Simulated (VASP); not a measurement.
Input of a VASP 6.6.1 run:

The input POSCAR:

```
ZnS
1.0
    0.0000000000      2.7587430000      2.7046500000
    2.6505570000      0.0000000000      2.7046500000
    2.6505570000      2.7587430000      0.0000000000
Zn S
1 1
Direct
    0.0000000000      0.0000000000      0.0000000000
    0.7500000000      0.7500000000      0.7500000000
```

File INCAR.step1:

```
PREC = Accurate ; ENCUT = 520
ISMEAR = 0 ; SIGMA = 0.05
LREAL = F ; LASPH = T
NELM = 60 ; NBANDS = 16
GGA = PE ; ALGO = Normal
EDIFF = 1E-4 ; LWAVE = T
LCHARG = F
```

Contents of INCAR.step2:

```
PREC = Accurate ; ENCUT = 520
EDIFF = 1E-6 ; ISMEAR = 0
SIGMA = 0.05 ; LREAL = F
LASPH = T ; NELM = 60
ALGO = Normal ; ISIF = 2
LWAVE = F ; LCHARG = T
METAGGA = R2SCAN ; LMIXTAU = T
LELF = T ; LVHAR = T
NBANDS = 16 ; ISTART = 1
```

File KPOINTS:

```
regular mesh
0
Gamma
  8 8 8
```

Potentials or basis: VASP PAW PBE potentials, release 64 (Zn, S).

Command:

```console
$ cat potpaw_PBE.64/Zn/POTCAR potpaw_PBE.64/S/POTCAR > POTCAR
$ cp INCAR.step1 INCAR
$ mpirun -np 1 vasp_std > vasp.out
$ cp INCAR.step2 INCAR
$ mpirun -np 1 vasp_std > vasp.out
```

Task: Estimate the band gap on the k mesh.

Result: 2.59 eV, direct.

Task: What does it give for the pressure?

Result: -0.9 GPa.

Stress tensor (GPa, compression positive):
```
-0.04  0.00  0.00
 0.00 -1.79  0.00
 0.00  0.00 -0.76
```

Caveat: the cell differs from its parent crystal (strain -0.0200 x Voigt [1, -1, 0, 0, 0, 0]); the PAW data sets were made with another functional, which shifts forces and pressure a little.
